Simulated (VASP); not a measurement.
Here is a VASP 6.6.1 calculation.

The input INCAR:

```
SYSTEM = TiS2
PREC     = Accurate       ! precision mode
ENCUT    = 500            ! plane-wave cutoff, eV
EDIFF    = 1E-6           ! SCF threshold, eV
ISMEAR   = 0              ! smearing method
SIGMA    = 0.1            ! smearing width, eV
LREAL    = .False.        ! projectors in reciprocal space
LASPH    = .True.         ! aspherical terms in the spheres
NELM     = 120            ! most SCF steps
ALGO     = Normal         ! electronic algorithm
ISIF     = 2              ! what is computed and relaxed
LWAVE    = .False.        ! write WAVECAR
LCHARG   = .True.         ! write CHGCAR
GGA      = PE             ! functional
IVDW     = 12             ! dispersion correction
LELF     = .True.         ! ELF
LVHAR    = .True.       
NBANDS   = 19             ! bands
GGA_COMPAT= .False.
```

KPOINTS

```
Automatic mesh
0
Gamma
  15 15 8
  0 0 0
```

The input POSCAR:

```
TiS2
1.0
    3.3605410184      0.0000000000      0.0000000000
   -1.6802705092      2.9103138924      0.0000000000
    0.0000000000      0.0000000000      5.5201395839
Ti S
1 2
Direct
    0.0000000000      0.0000000000      0.0000000000
    0.3333333333      0.6666666667      0.2586693486
    0.6666666667      0.3333333333      0.7413306514
```

Potentials or basis: VASP PAW PBE potentials, release 64 (Ti_sv, S).

Launch:

```sh
$ cat potpaw_PBE.64/Ti_sv/POTCAR potpaw_PBE.64/S/POTCAR > POTCAR
$ mpirun -np 1 vasp_std > vasp.out
```

**Question.** Estimate the pressure.

**Answer.** 0.0 GPa.

**Question.** Estimate the band gap on the k mesh.

**Answer.** Zero (band 12 reaches 6.31 eV, above the bottom of band 13 at 6.04 eV).

Forces on the atoms (eV/Å):
```
Ti   0.000  0.000  0.000
S    0.000  0.000  0.003
S    0.000  0.000 -0.003
```

Caveat: pairwise dispersion overbinds metals, which lowers pressure and volume.
